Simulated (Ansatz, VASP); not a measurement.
Ta4Sb in VASP and in Ansatz

```
Ta Sb
1.0
    -3.39729    3.39729    2.57629
     3.39729   -3.39729    2.57629
     3.39729    3.39729   -2.57629
Ta Sb
4 1
Direct
  0.20445 0.79555 0.00000
  0.79555 0.20445 0.00000
  0.79555 0.79555 0.59111
  0.20445 0.20445 0.40889
  0.50000 0.50000 0.00000
```

Alike in both runs: functional PBE; k mesh 10 × 10 × 10; occupations gaussian, width 0.1 eV; no spin polarisation.

Ansatz relaxed the structure, and its values are those at the end. VASP's run is a single point on that final structure, the one shown.

```csv
,VASP,Ansatz
version,VASP 6.6.1,Ansatz 0.2.0
potentials or method,"VASP PAW PBE potentials, release 64 (Ta_pv, Sb), cutoff 520 eV","scalar-relativistic, plane waves, PAW"
valence electrons in the cell,49,67
```

```csv
,VASP,Ansatz,Ansatz less VASP
gap on the k mesh at the Fermi level (eV),none,none,-
pressure (GPa),0.1,0.0,-0.06
rms of the force components (eV/Å),0.008,0.001,-0.0079
```

A gap of «none» marks a metal or a gap that the smearing closes. VASP's potentials hold 49 valence electrons a cell and Ansatz's 67, so a difference there can come from the potentials and not from the codes.

Neither program's run includes spin-orbit coupling.
